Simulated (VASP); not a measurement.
# GaP (F-43m) in VASP: further runs

GaP is run at these levels: PBE; tasks: single point.

Program: VASP 6.6.1. These are calculated values, not measurements. Logs are shortened: lines on timing, memory, paths and dates and some standing lists are left out, and cuts for length are marked.

**1. The cell of the first run**

Symmetry: F-43m, No. 216, cubic system. The conventional cell has a = 5.507 Å, b = 5.507 Å, c = 5.507 Å, α = 90.00°, β = 90.00°, γ = 90.00°. Ga (site symmetry -43m) has 4 P at 2.38 Å within 3.1 Å. P (site symmetry -43m) has 4 Ga at 2.38 Å within 3.1 Å.

**2. Single point, PBE**

Input file INCAR:

```
SYSTEM = GaP
ALGO = Normal
EDIFF = 1E-6
ENCUT = 500
GGA = PE
GGA_COMPAT = .FALSE.
ISIF = 2
ISMEAR = 0
LASPH = .TRUE.
LCHARG = .FALSE.
LREAL = .FALSE.
LWAVE = .FALSE.
NBANDS = 16
NELM = 120
PREC = Accurate
SIGMA = 0.02
```

Input file KPOINTS:

```
k-points
0
G
  8 8 8
  0 0 0
```

Input file POSCAR:

```
GaP
1.0
    0.0000000000      2.7533028934      2.7533028934
    2.7533028934      0.0000000000      2.7533028934
    2.7533028934      2.7533028934      0.0000000000
Ga P
1 1
Direct
    0.0000000000      0.0000000000      0.0000000000
    0.2500000000      0.2500000000      0.2500000000
```

Potentials or basis: VASP PAW PBE potentials, release 64 (Ga_d, P).

Launch:

```sh
> cat potpaw_PBE.64/Ga_d/POTCAR potpaw_PBE.64/P/POTCAR > POTCAR
> mpirun -np 1 vasp_std > vasp.out
```

OUTCAR:

```text
SYSTEM = GaP
   EDIFF = 1E-6
   ENCUT = 500
   GGA = PE
   ISIF = 2
   ISMEAR = 0
   LASPH = .TRUE.
   LREAL = .FALSE.
   NELM = 120
   PREC = Accurate

 ion  position               nearest neighbor table
   1  0.000  0.000  0.000-   2 2.38   2 2.38   2 2.38   2 2.38
   2  0.250  0.250  0.250-   1 2.38   1 2.38   1 2.38   1 2.38

  LATTYP: Found a face centered cubic cell.
 ALAT       =     5.5066057868

  Lattice vectors:

 A1 = (   0.0000000000,   2.7533028934,   2.7533028934)
 A2 = (   2.7533028934,   0.0000000000,   2.7533028934)
 A3 = (   2.7533028934,   2.7533028934,   0.0000000000)

Analysis of symmetry for initial positions (statically):
=====================================================================
 Subroutine PRICEL returns:
 Original cell was already a primitive cell.

 Routine SETGRP: Setting up the symmetry group for a
 face centered cubic supercell.

 Subroutine GETGRP returns: Found 24 space group operations
 (whereof 24 operations were pure point group operations)
 out of a pool of 48 trial point group operations.

The static configuration has the point symmetry T_d .

Analysis of symmetry for dynamics (positions and initial velocities):
=====================================================================
 Subroutine PRICEL returns:
 Original cell was already a primitive cell.

 Routine SETGRP: Setting up the symmetry group for a
 face centered cubic supercell.

 Subroutine GETGRP returns: Found 24 space group operations
 (whereof 24 operations were pure point group operations)
 out of a pool of 48 trial point group operations.

The dynamic configuration has the point symmetry T_d .

 Subroutine INISYM returns: Found 24 space group operations
 (whereof 24 operations are pure point group operations),
 and found     1 'primitive' translations

----------------------------------------------------------------------------------------

                                     Primitive cell

  volume of cell :      41.7438

  direct lattice vectors                    reciprocal lattice vectors
     0.000000000  2.753302893  2.753302893    -0.181600071  0.181600071  0.181600071
     2.753302893  0.000000000  2.753302893     0.181600071 -0.181600071  0.181600071
     2.753302893  2.753302893  0.000000000     0.181600071  0.181600071 -0.181600071

  length of vectors
     3.893758293  3.893758293  3.893758293     0.314540549  0.314540549  0.314540549

  position of ions in fractional coordinates (direct lattice)
     0.000000000  0.000000000  0.000000000
     0.250000000  0.250000000  0.250000000

  ion indices of the primitive-cell ions
   primitive index   ion index
                 1           1
                 2           2

----------------------------------------------------------------------------------------

 KPOINTS: k-points

Automatic generation of k-mesh.
 Grid dimensions read from file:
 generate k-points for:    8    8    8

 Generating k-lattice:

  Cartesian coordinates                     Fractional coordinates (reciprocal lattice)
    -0.022700009  0.022700009  0.022700009     0.125000000  0.000000000  0.000000000
     0.022700009 -0.022700009  0.022700009     0.000000000  0.125000000  0.000000000
     0.022700009  0.022700009 -0.022700009     0.000000000  0.000000000  0.125000000

  Length of vectors
     0.039317569  0.039317569  0.039317569

  Shift w.r.t. Gamma in fractional coordinates (k-lattice)
     0.000000000  0.000000000  0.000000000

 Subroutine IBZKPT returns following result:
 ===========================================

 Found     29 irreducible k-points:

 Following reciprocal coordinates:
            Coordinates               Weight
  0.000000  0.000000  0.000000      1.000000
  0.125000  0.000000  0.000000      8.000000
  0.250000  0.000000  0.000000      8.000000
  0.375000  0.000000  0.000000      8.000000
  0.500000  0.000000  0.000000      4.000000
  0.125000  0.125000  0.000000      6.000000
[... 16 lines left out ...]
  0.500000  0.250000  0.125000     48.000000
 -0.375000  0.250000  0.125000     24.000000
 [... further k-points ...]
   k-points           NKPTS =     29   k-points in BZ     NKDIM =     29   number of bands    NBANDS=     16
   number of dos      NEDOS =    301   number of ions     NIONS =      2
   total plane-waves  NPLWV =  21952
   dimension x,y,z NGX =    28 NGY =   28 NGZ =   28
   dimension x,y,z NGXF=    56 NGYF=   56 NGZF=   56
   ions per type =               1   1
   NGX,Y,Z   is equivalent  to a cutoff of  11.95, 11.95, 11.95 a.u.
   NGXF,Y,Z  is equivalent  to a cutoff of  23.91, 23.91, 23.91 a.u.
 SYSTEM =  GaP
   PREC   = accura    normal or accurate (medium, high low for compatibility)
   ISTART =      0    job   : 0-new  1-cont  2-samecut
   ICHARG =      2    charge: 1-file 2-atom 10-const
   ISPIN  =      1    spin polarized calculation?
   LNONCOLLINEAR =      F non collinear calculations
   LSORBIT =      F    spin-orbit coupling
   LASPH  =      T    aspherical Exc in radial PAW
   ENCUT  =  500.0 eV  36.75 Ry    6.06 a.u.   7.10  7.10  7.10*2*pi/ulx,y,z
   NELM   =    120;   NELMIN=  2; NELMDL= -5     # of ELM steps
   EDIFF  = 0.1E-05   stopping-criterion for ELM
   LREAL  =      F    real-space projection
   EDIFFG = 0.1E-04   stopping-criterion for IOM
   NSW    =      0    number of steps for IOM
   IBRION =     -1    ionic relax: 0-MD 1-quasi-New 2-CG
   NFREE  =      0    steps in history (QN), initial steepest desc. (CG)
   ISIF   =      2    stress and relaxation
   ISYM   =      2    0-nonsym 1-usesym 2-fastsym
   POTIM  = 0.5000    time-step for ionic-motion
   TEBEG  =    0.0;   TEEND  =   0.0 temperature during run
   PSTRESS=    0.0 pullay stress
   NELECT =      18.0000    total number of electrons
   NUPDOWN=      -1.0000    fix difference up-down
   EMIN   =  10.00;   EMAX   =-10.00  energy-range for DOS
   EFERMI =   0.00;   METHOD = LEGACY
   ISMEAR =     0;   SIGMA  =   0.02  broadening in eV -4-tet -1-fermi 0-gaus
   EFERMI_NEDOS =   21; number of points for ismear=-14 and -15
   IALGO  =     38    algorithm
   IMIX   =      4    mixing-type and parameters
     AMIX     =   0.40;   BMIX     =  1.00
     AMIX_MAG =   1.60;   BMIX_MAG =  1.00
  volume/ion in A,a.u.               =      20.87       140.85
  Fermi-wavevector in a.u.,A,eV,Ry     =   1.236806  2.337225 20.812692  1.529690
  Thomas-Fermi vector in A             =   2.371400
   LORBIT       =      0    0 simple, 1 ext, 2 COOP (PROOUT), +10 PAW based schemes
   GGA     = PE    functional components
   LHFCALC =     F    Hartree Fock is set to
   AEXX    =    0.0000 exact exchange contribution
   IVDW    =     0    specifies the selected vdW correction
   LEPSILON=     F    determine dielectric tensor
   LRPA    =     F    only Hartree local field effects (RPA)
 non-spin polarized calculation
 Gauss-broadening in eV      SIGMA  =   0.02
  energy-cutoff  :      500.00
  volume of cell :       41.74
 maximum number of plane-waves:      1068
   NGX = 15   NGY = 15   NGZ = 15

 number of electron      18.0000009 magnetization

 Free energy of the ion-electron system (eV)
  ---------------------------------------------------
  ext. energy  EPLUGINS =         0.00000000
  ---------------------------------------------------
  free energy    TOTEN  =        -9.12546137 eV

  energy without entropy =       -9.12546137  energy(sigma->0) =       -9.12546137

 E-fermi :   4.4986     XC(G=0):  -9.6937

 val. band max:        4.3437680947   @ k =   0.0000   0.0000   0.0000
 cond. band min:       5.9169594706   @ k =   0.0000   0.0000   0.0000
 fundamental gap:      1.5731913759
 Fermi energy:         4.4986394685

 k-point     1 :       0.0000    0.0000    0.0000
  band No.  band energies     occupation
      1     -10.1587      2.00000
      2     -10.1587      2.00000
      3     -10.1587      2.00000
      4     -10.0681      2.00000
      5     -10.0681      2.00000
      6      -7.9212      2.00000
[... 8 lines left out ...]
     15      14.0882      0.00000
     16      14.0882      0.00000

 k-point     2 :       0.1250    0.0000    0.0000
  band No.  band energies     occupation
      1     -10.1705      2.00000
      2     -10.1545      2.00000
      3     -10.1545      2.00000
      4     -10.0681      2.00000
      5     -10.0681      2.00000
      6      -7.7270      2.00000
[... 8 lines left out ...]
     15      13.4828      0.00000
     16      13.9002      0.00000

 k-point     3 :       0.2500    0.0000    0.0000
  band No.  band energies     occupation
      1     -10.1968      2.00000
      2     -10.1454      2.00000
      3     -10.1454      2.00000
      4     -10.0669      2.00000
      5     -10.0669      2.00000
      6      -7.1769      2.00000
[... 8 lines left out ...]
     15      13.2987      0.00000
     16      14.1881      0.00000

 k-point     4 :       0.3750    0.0000    0.0000
  band No.  band energies     occupation
      1     -10.2210      2.00000
      2     -10.1385      2.00000
      3     -10.1385      2.00000
      4     -10.0636      2.00000
      5     -10.0636      2.00000
      6      -6.4146      2.00000
[... 8 lines left out ...]
     15      14.4535      0.00000
     16      14.4535      0.00000

 k-point     5 :       0.5000    0.0000    0.0000
  band No.  band energies     occupation
      1     -10.2305      2.00000
      2     -10.1363      2.00000
      3     -10.1363      2.00000
      4     -10.0615      2.00000
      5     -10.0615      2.00000
      6      -5.9544      2.00000
[... 8 lines left out ...]
     15      15.9313      0.00000
     16      15.9313      0.00000

 k-point     6 :       0.1250    0.1250    0.0000
  band No.  band energies     occupation
      1     -10.1784      2.00000
      2     -10.1505      2.00000
      3     -10.1505      2.00000
      4     -10.0717      2.00000
      5     -10.0652      2.00000
      6      -7.6623      2.00000
[... 8 lines left out ...]
     15      14.2538      0.00000
     16      14.3294      0.00000

 k-point     7 :       0.2500    0.1250    0.0000
  band No.  band energies     occupation
      1     -10.1993      2.00000
      2     -10.1428      2.00000
      3     -10.1409      2.00000
      4     -10.0744      2.00000
      5     -10.0625      2.00000
      6      -7.2293      2.00000
[... 8 lines left out ...]
     15      14.3249      0.00000
     16      15.3365      0.00000

 k-point     8 :       0.3750    0.1250    0.0000
  band No.  band energies     occupation
      1     -10.2204      2.00000
      2     -10.1367      2.00000
      3     -10.1330      2.00000
      4     -10.0728      2.00000
      5     -10.0600      2.00000
      6      -6.5196      2.00000
[... 8 lines left out ...]
     15      15.0789      0.00000
     16      15.1522      0.00000

 k-point     9 :       0.5000    0.1250    0.0000
  band No.  band energies     occupation
      1     -10.2319      2.00000
      2     -10.1341      2.00000
      3     -10.1303      2.00000
      4     -10.0675      2.00000
      5     -10.0603      2.00000
      6      -5.8768      2.00000
[... 8 lines left out ...]
     15      15.9327      0.00000
     16      16.1100      0.00000
[... 172 lines left out ...]
 k-point    19 :       0.5000    0.3750    0.0000
  band No.  band energies     occupation
      1     -10.2572      2.00000
      2     -10.1083      2.00000
      3     -10.1044      2.00000
      4     -10.0933      2.00000
      5     -10.0514      2.00000
      6      -5.2975      2.00000
[... 8 lines left out ...]
     15      16.2643      0.00000
     16      17.3524      0.00000

 k-point    20 :      -0.3750    0.3750    0.0000
  band No.  band energies     occupation
      1     -10.2499      2.00000
      2     -10.1172      2.00000
      3     -10.1081      2.00000
      4     -10.0850      2.00000
      5     -10.0570      2.00000
      6      -5.1336      2.00000
[... 8 lines left out ...]
     15      14.6921      0.00000
     16      18.7559      0.00000

 k-point    21 :       0.5000    0.5000    0.0000
  band No.  band energies     occupation
      1     -10.2646      2.00000
      2     -10.1000      2.00000
      3     -10.1000      2.00000
      4     -10.0994      2.00000
      5     -10.0485      2.00000
      6      -5.0963      2.00000
[... 8 lines left out ...]
     15      16.6731      0.00000
     16      17.2069      0.00000

 k-point    22 :       0.3750    0.2500    0.1250
  band No.  band energies     occupation
      1     -10.2180      2.00000
      2     -10.1346      2.00000
      3     -10.1311      2.00000
      4     -10.0775      2.00000
      5     -10.0599      2.00000
      6      -6.7085      2.00000
[... 8 lines left out ...]
     15      15.3441      0.00000
     16      16.5694      0.00000

 k-point    23 :       0.5000    0.2500    0.1250
  band No.  band energies     occupation
      1     -10.2319      2.00000
      2     -10.1312      2.00000
      3     -10.1228      2.00000
      4     -10.0756      2.00000
      5     -10.0600      2.00000
      6      -5.9918      2.00000
[... 8 lines left out ...]
     15      15.7208      0.00000
     16      17.0388      0.00000

 k-point    24 :      -0.3750    0.2500    0.1250
  band No.  band energies     occupation
      1     -10.2370      2.00000
      2     -10.1307      2.00000
      3     -10.1199      2.00000
      4     -10.0725      2.00000
      5     -10.0615      2.00000
      6      -5.5661      2.00000
[... 8 lines left out ...]
     15      16.2357      0.00000
     16      16.6760      0.00000

 [... further k-points ...]
[... 5 lines left out ...]
  --------------------------------------------------------------------------------------
  -------------------------------------------------------------------------------------
  Total       -0.0261646     -0.0261646     -0.0261646     -0.0000000      0.0000000     -0.0000000
  in kB       -1.0042287     -1.0042287     -1.0042287     -0.0000000      0.0000000     -0.0000000
  external PRESSURE =      -1.0042287 kB  Pullay stress =       0.0000000 kB

 VOLUME and BASIS-vectors are now :
 -----------------------------------------------------------------------------
  energy-cutoff  :      500.00
  volume of cell :       41.74
      direct lattice vectors                 reciprocal lattice vectors
     0.000000000  2.753302893  2.753302893    -0.181600071  0.181600071  0.181600071
     2.753302893  0.000000000  2.753302893     0.181600071 -0.181600071  0.181600071
     2.753302893  2.753302893  0.000000000     0.181600071  0.181600071 -0.181600071

 POSITION                                       TOTAL-FORCE (eV/Angst)
 -----------------------------------------------------------------------------------
      0.00000      0.00000      0.00000        -0.000000     -0.000000      0.000000
      1.37665      1.37665      1.37665         0.000000      0.000000     -0.000000
 -----------------------------------------------------------------------------------
    total drift:                                0.000001      0.000001      0.000001

  FREE ENERGIE OF THE ION-ELECTRON SYSTEM (eV)
  ---------------------------------------------------
  free  energy   TOTEN  =        -9.1254613720 eV

  energy  without entropy=       -9.1254613720  energy(sigma->0) =       -9.12546137
```

Run time: 30 s. Hardware: 1 thread of Intel Xeon 8259CL, shared host; peak memory 0.16 GiB.

What came out:

```yaml
Free_energy: -9.1255 eV
Pressure: -0.1 GPa
Band_gap_on_the_k_mesh: 1.57 eV
```

Levels at points of the mesh, in eV from the valence-band top:
```tsv
k point	band 5	band 6	band 7	band 8	band 9	band 10	band 11	band 12	band 13	band 14
(0.00, 0.00, 0.00)	-14.41	-12.27	0.00	0.00	0.00	1.57	3.90	3.90	3.90	8.68
(0.50, 0.00, 0.00)	-14.41	-10.30	-6.46	-1.07	-1.07	1.58	4.73	4.73	8.22	10.67
(0.50, 0.50, 0.00)	-14.39	-9.44	-6.61	-2.58	-2.58	1.72	1.85	10.37	10.37	10.92
```

A k mesh can miss the band edges.

**3. Single point, PBE**

Input file INCAR:

```
ALGO = Normal
EDIFF = 1E-6
ENCUT = 500
GGA = PE
GGA_COMPAT = False
ISIF = 2
ISMEAR = 0
LASPH = True
LCHARG = False
LREAL = False
LWAVE = False
NBANDS = 16
NELM = 120
PREC = Accurate
SIGMA = 0.02
```

Input file KPOINTS:

```
k-points
0
Gamma
  10 10 10
```

POSCAR is that of step 2.

Potentials or basis: VASP PAW PBE potentials, release 64 (Ga_d, P).

Launch:

```sh
> cat potpaw_PBE.64/Ga_d/POTCAR potpaw_PBE.64/P/POTCAR > POTCAR
> mpirun -np 1 vasp_std > vasp.out
```

Run time: 52 s. Hardware: 1 thread of Intel Xeon 8259CL, shared host; peak memory 0.17 GiB.

The run converged. Its results:

```
Free energy            : -9.1275 eV
Pressure               : -0.1 GPa
Band gap on the k mesh : 1.57 eV
```

Levels at points of the mesh, in eV from the valence-band top:
```tsv
k point	band 7	band 8	band 9	band 10	band 11	band 12
(0.00, 0.00, 0.00)	0.00	0.00	0.00	1.57	3.90	3.90
(0.50, 0.00, 0.00)	-6.46	-1.07	-1.07	1.58	4.73	4.73
(0.50, 0.50, 0.00)	-6.61	-2.58	-2.58	1.72	1.85	10.37
```

A k mesh can miss the band edges.
